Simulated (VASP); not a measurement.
## CoO: relaxation of cell and atoms with PBE-based screened hybrid with 25 % exact exchange

Crystal: CoO.

```
CELL_PARAMETERS angstrom
0.00000 2.34364 2.34364
2.34364 0.00000 2.34364
2.34364 2.34364 0.00000
ATOMIC_POSITIONS crystal
Co 0.00000 0.00000 0.00000
O 0.25000 0.25000 0.25000
```

```yaml
Program: VASP 6.6.1
Task: relaxation of cell and atoms
Functional: PBE-based screened hybrid with 25 % exact exchange
Potentials_or_basis: VASP PAW PBE potentials, release 64 (Co, O)
Cutoff: 600 eV
k_mesh: 5 × 5 × 5
Occupations: fermi-dirac, width 0.05 eV
Spin: collinear spin, ferromagnetic start
Starting_moments: "[2.0, 0.0] μB"
Dipole_correction: no
Grid_for_exact_exchange_PRECFOCK: Normal
Share_of_exact_exchange: 0.25
Further_INCAR_settings: ALGO = Normal; EDIFF = 1e-06; IBRION = 2; EDIFFG = -0.01; NSW = 60; ISIF = 3
Screening_parameter: 0.3 1/Å
```

```
Relaxed volume                                        : 12.05 Å³/atom
Relaxed cell                                          : a = 3.242 Å, b = 3.242 Å, c = 3.242 Å, α = 60.00°, β = 60.00°, γ = 60.00°
Space group after relaxing (to 0.1 Å)                 : F-43m (No. 216)
Energy gained by relaxing                             : 22.7 meV/atom
Ionic steps                                           : 3
Pressure after relaxing                               : 0.0 GPa
Band gap on the k mesh                                : 1.61 eV
Net moment                                            : 3.00 μB per cell
Site moments                                          : Co +2.68; O +0.20 μB
Valence electrons inside the program's atomic spheres : Co 7.87; O 5.05
```

Step by step:
```csv
step,energy change (eV),largest force (eV/Å),pressure (GPa),volume (Å³)
1,0.0000,0.0000,-8.25,25.75
2,-0.0345,0.0000,4.92,23.35
3,-0.0454,0.0000,-0.04,24.09
```

Final structure:
```
Co O
1.0
     0.00000    2.29235    2.29235
     2.29235    0.00000    2.29235
     2.29235    2.29235    0.00000
Co O
1 1
Cartesian
  0.0000 0.0000 0.0000
  1.1462 1.1462 1.1462
```

Levels at points of the mesh, in eV from the valence-band top:
Spin up:
| k point | band 7 | band 8 | band 9 | band 10 | band 11 | band 12 |
| --- | --- | --- | --- | --- | --- | --- |
| (0.00, 0.00, 0.00) | 0.00 | 0.00 | 0.00 | 1.61 | 15.70 | 15.70 |
Spin down:
```tsv
k point	band 3	band 4	band 5	band 6	band 7	band 8	band 9	band 10
(0.00, 0.00, 0.00)	-3.75	-3.75	-1.29	-1.29	2.36	6.08	6.08	6.08
```

Wall time 47 min on 1 thread of Oxide Virtual Turin-like Processor, on a shared host, peak memory 0.26 GiB.

Caveat: the k points lie up to 0.47 Å⁻¹ apart in the final cell; the PAW data sets were made with another functional, which shifts forces and pressure a little; a cell with one magnetic atom can't hold antiferromagnetic order, which such compounds often take.
